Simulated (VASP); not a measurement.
AlAs2:

```
Al As
1.0
     3.88081    0.00000    0.00000
     0.00000    3.88081    0.00000
     0.00000    0.00000    5.48829
Al As
1 2
Direct
  0.00000 0.00000 0.00000
  0.50000 0.00000 0.25000
  0.00000 0.50000 0.75000
```

- Program: VASP 6.6.1
- Task: relaxation of cell and atoms
- Functional: PBE
- Potentials or basis: VASP PAW PBE potentials, release 64 (Al, As)
- Cutoff: 600 eV
- k mesh: 4 × 4 × 4
- Occupations: gaussian, width 0.1 eV
- Spin: no spin polarisation

At the start: pressure 1.5 GPa; volume 27.55 Å³/atom.

Question: How do energy, volume and symmetry change on relaxing?

Answer: Over 35 steps the energy falls by 381.1 meV/atom and the volume is 21.00 Å³/atom (-23.8 %); space group P-4m2 (No. 115, to 0.05 Å).

The path:
| step | energy change (eV) | largest force (eV/Å) | pressure (GPa) | volume (Å³) |
| --- | --- | --- | --- | --- |
| 1 | 0.0000 | 0.8054 | 1.46 | 82.66 |
| 2 | -0.0523 | 0.3808 | -1.24 | 85.70 |
| 3 | -0.0532 | 0.3281 | -1.58 | 86.14 |
| 4 | -0.1059 | 0.3816 | -1.59 | 84.19 |
| 5 | -0.2925 | 0.7002 | -1.27 | 78.38 |
| 6 | -0.6930 | 1.2308 | 2.47 | 67.11 |
| 7 | 0.9566 | 1.4830 | 41.65 | 45.88 |
| 8 | -0.4010 | 1.7454 | 10.28 | 61.37 |
| 9 | -0.3239 | 1.8510 | 14.46 | 57.29 |
| 10 | -0.3282 | 1.8375 | 14.49 | 57.20 |
| 11 | -0.3400 | 1.8086 | 14.57 | 56.91 |
| 12 | -0.3636 | 1.8873 | 14.58 | 56.35 |
| 13 | -0.4216 | 1.8314 | 15.00 | 55.21 |
| 14 | -0.4036 | 1.2088 | 18.23 | 52.93 |
| 15 | -0.4378 | 1.7376 | 16.27 | 54.24 |
| 16 | -0.4341 | 1.5162 | 17.08 | 53.63 |
| 17 | -0.4380 | 1.6178 | 16.73 | 53.88 |
| 18 | -0.4814 | 1.5459 | 15.91 | 54.16 |
| 19 | -0.6000 | 1.3377 | 13.62 | 55.01 |
| 20 | -0.7907 | 0.9789 | 9.72 | 56.75 |
| 21 | -1.0037 | 0.3542 | 3.12 | 60.32 |
| 22 | -0.9866 | 0.0790 | -4.85 | 67.90 |
| 23 | -1.0492 | 0.1670 | -1.34 | 63.99 |
| 24 | -1.0498 | 0.1738 | -0.94 | 63.61 |
| 25 | -1.0617 | 0.1366 | -0.86 | 63.49 |
| 26 | -1.0902 | 0.0224 | -0.59 | 63.11 |
| 27 | -1.1190 | 0.1707 | 0.36 | 62.32 |
| 28 | -1.1232 | 0.2243 | 1.04 | 61.94 |
| 29 | -1.1231 | 0.2408 | 1.32 | 61.77 |
| 30 | -1.1312 | 0.2340 | 0.51 | 62.57 |
| 31 | -1.1327 | 0.2253 | 0.04 | 63.05 |
| 32 | -1.1361 | 0.1898 | -0.03 | 63.13 |
| 33 | -1.1422 | 0.0767 | -0.23 | 63.34 |
| 34 | -1.1428 | 0.0271 | -0.31 | 63.43 |
| 35 | -1.1432 | 0.0087 | 0.22 | 62.99 |

Final structure:
```
CELL_PARAMETERS angstrom
3.90975 0.00000 0.00000
0.00000 3.90975 0.00000
0.00000 0.00000 4.12065
ATOMIC_POSITIONS crystal
Al 0.00000 0.00000 0.00000
As 0.50000 0.00000 0.42091
As 0.00000 0.50000 0.57909
```

Caveat: the k points lie up to 0.40 Å⁻¹ apart in the final cell; the volume moved by over 15 % at a fixed basis, so the end points are rough.
